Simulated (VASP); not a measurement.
Set up this calculation in VASP 6.6.1, as the native input.

```yaml
Task: single point
Functional: r2SCAN
Potentials_or_basis: VASP PAW PBE potentials, release 64 (Ga_d)
Cutoff: 520 eV
k_mesh: 7 × 6 × 5
Occupations: fermi-dirac, width 0.1 eV
Spin: no spin polarisation
Dipole_correction: no
Further_INCAR_settings: ALGO = Normal; EDIFF = 1e-07; NBANDS = 20
```

Ga:

```
Ga
1.0
     2.77842    0.00000    0.00000
     0.00000    3.28161    0.00000
    -1.34343    0.00000    3.99027
Ga
2
Cartesian
  -0.6658 2.4533 3.0615
  2.0773 0.8443 0.9079
```

These files were run (other wordings do the same):

POSCAR

```
Ga
1.0
    2.7784220849      0.0000000000      0.0000000000
    0.0000000000      3.2816087900      0.0000000000
   -1.3434310986      0.0000000000      3.9902731763
Ga
2
Direct
    0.1313560000      0.7476030000      0.7672330000
    0.8576800000      0.2572700000      0.2275200000
```

INCAR.step1

```
  ALGO = Normal
  EDIFF = 1E-4
  ENCUT = 520
  GGA = PE
  ISMEAR = -1
  LASPH = True
  LCHARG = False
  LREAL = False
  LWAVE = True
  NBANDS = 20
  NELM = 60
  PREC = Accurate
  SIGMA = 0.1
```

INCAR.step2

```
  ALGO = Normal
  EDIFF = 1E-7
  ENCUT = 520
  ISIF = 2
  ISMEAR = -1
  ISTART = 1
  LASPH = True
  LCHARG = True
  LELF = True
  LMIXTAU = True
  LREAL = False
  LVHAR = True
  LWAVE = False
  METAGGA = R2SCAN
  NBANDS = 20
  NELM = 60
  PREC = Accurate
  SIGMA = 0.1
```

KPOINTS

```
k-points
0
Gamma
  7 6 5
```

Potentials or basis: VASP PAW PBE potentials, release 64 (Ga_d).

Run with:

```sh
$ cat potpaw_PBE.64/Ga_d/POTCAR > POTCAR
$ cp INCAR.step1 INCAR
$ mpirun -np 1 vasp_std > vasp.out
$ cp INCAR.step2 INCAR
$ mpirun -np 1 vasp_std > vasp.out
```

Results of the run:

```
Pressure               : 0.0 GPa
Largest force          : 0.111 eV/Å
Band gap on the k mesh : zero (band 13 reaches 9.42 eV, above the bottom of band 14 at 1.71 eV)
```

Caveat: the PAW data sets were made with another functional, which shifts forces and pressure a little.

Run time: 61 s on 1 thread of Intel(R) Xeon(R) 6975P-C (Granite Rapids) (shared host), peak memory 0.19 GiB.
